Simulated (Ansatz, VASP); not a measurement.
Two plane-wave programs on Ga2SeS2

```
Ga Se S
1.0
     4.48885    0.00000    0.00000
    -2.24443    3.88746    0.00000
     0.00000    0.00000    7.54887
Ga Se S
2 1 2
Cartesian
  0.0000 0.0000 5.1754
  0.0000 0.0000 2.3734
  0.0000 0.0000 0.0000
  0.0000 2.5916 3.7744
  2.2444 1.2958 3.7744
```

Alike in both runs: functional PBE; k mesh 12 × 12 × 6; occupations gaussian, width 0.1 eV; no spin polarisation.

Ansatz relaxed the structure, and its values are those at the end. VASP's run is a single point on that final structure, the one shown.

|  | VASP | Ansatz |
| --- | --- | --- |
| version | VASP 6.6.1 | Ansatz 0.2.0 |
| potentials or method | VASP PAW PBE potentials, release 64 (Ga_d, Se, S), cutoff 520 eV | scalar-relativistic, plane waves, PAW |
| valence electrons in the cell | 44 | 54 |

```csv
,VASP,Ansatz,Ansatz less VASP
gap on the k mesh at the Fermi level (eV),none,none,-
pressure (GPa),0.0,0.0,-0.04
```

A gap of «none» marks a metal or a gap that the smearing closes. The functional is the same, so the differences come from potentials, cutoffs and numerics. VASP's potentials hold 44 valence electrons a cell and Ansatz's 54, so a difference there can come from the potentials and not from the codes.
